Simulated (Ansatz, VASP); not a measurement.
One calculation of Rh, two programs

INCAR

```
PREC = Accurate
ENCUT = 520
EDIFF = 1E-6
ISMEAR = -1
SIGMA = 0.08
LREAL = False
LASPH = True
NELM = 80
ALGO = Normal
ISIF = 2
LWAVE = False
LCHARG = False
GGA = PE
NBANDS = 14
```

Contents of KPOINTS:

```
Automatic mesh
0
Gamma
  16 16 16
```

Contents of POSCAR:

```
Rh
1.0
    0.0000000000      1.9015500000      1.9205655000
    1.9015500000      0.0000000000      1.9205655000
    1.9015500000      1.9015500000      0.0000000000
Rh
1
Direct
    0.0000000000      0.0000000000      0.0000000000
```

Input for Ansatz:

```yaml
crystal:
  lattice:
    - [0.0, 1.90155, 1.9205655]
    - [1.90155, 0.0, 1.9205655]
    - [1.90155, 1.90155, 0.0]
  atoms:
    - { symbol: Rh, position: [0.0, 0.0, 0.0] }
kpoints:
  mp_grid: { grid: [16, 16, 16] }
  band_path:
    path:
      - [0.0, 0.0, 0.0]
      - [0.0, 0.5, 0.5]
      - [0.25, 0.75, 0.5]
      - [0.0, 0.5, 0.0]
      - [0.0, 0.0, 0.0]
      - [0.5, 0.5, 0.0]
      - [0.3725370062, 0.6274629938, 0.0]
      - [-0.3725370062, 0.3725370062, 0.0]
      - [0.0, 0.0, 0.0]
    npoints: 5
scf:
  occupations: { method: fermi_dirac, width: 0.08 }
hamiltonian:
  xc: pbe
  pseudopotentials: { kind: all_electron, lapw: { basis_error: 0.001 } }
output:
  forces: true
  stress: true
  eigenvalues: true
```

Change from the starting cell: zz strain of +1 %.

Alike in both runs: task single point; functional PBE; k mesh 16 × 16 × 16; occupations fermi-dirac, width 0.08 eV; no spin polarisation.

|  | VASP | Ansatz |
| --- | --- | --- |
| version | VASP 6.6.1 | Ansatz 0.2.0 |
| potentials or method | VASP PAW PBE potentials, release 64 (Rh_pv), cutoff 520 eV | all-electron LAPW, scalar-relativistic |

|  | VASP | Ansatz | Ansatz less VASP |
| --- | --- | --- | --- |
| pressure (GPa) | 3.3 | 3.2 | -0.07 |
| traceless stress, the component that is largest in VASP (GPa) | -1.56 | -1.57 | -0.004 |

Ansatz ran all-electron here, and VASP with PAW potentials.
